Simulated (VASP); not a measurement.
BW2, 12 atoms in the cell. It takes space group I4/mcm (No. 140, tetragonal). Conventional cell: a = 5.448 Å, b = 5.448 Å, c = 4.818 Å, α = 90.00°, β = 90.00°, γ = 90.00°. B (site symmetry 422) has 8 W at 2.35 Å and 2 B at 2.41 Å within 3.1 Å. W (site symmetry m2m) has 4 B at 2.35 Å and 11 W at 2.62 to 3.04 Å within 3.1 Å.  This cell differs from its parent crystal: biaxial strain in the a-b plane: -2.0 %.

* Program: VASP 6.6.1
* Task: single point
* Functional: r2SCAN
* Potentials or basis: VASP PAW PBE potentials, release 64 (B, W_sv)
* Cutoff: 520 eV
* k mesh: 6 × 6 × 8
* Occupations: gaussian, width 0.1 eV
* Spin: no spin polarisation
* Dipole correction: no
* Further INCAR settings: ALGO = Normal; EDIFF = 1e-07; NBANDS = 74

Potentials or basis: VASP PAW PBE potentials, release 64 (B, W_sv).

Run with:

```sh
$ cat potpaw_PBE.64/B/POTCAR potpaw_PBE.64/W_sv/POTCAR > POTCAR
$ cp INCAR.step1 INCAR
$ mpirun -np 1 vasp_std > vasp.out
$ cp INCAR.step2 INCAR
$ mpirun -np 1 vasp_std > vasp.out
```

Hardware: 1 thread of Oxide Virtual Turin-like Processor, with other jobs on the host.

**Question.** How long does it take, and how much memory?

**Answer.** It took 28 min on 1 thread of Oxide Virtual Turin-like Processor, on a shared host, peak memory 0.46 GiB. Counts: k points 50.
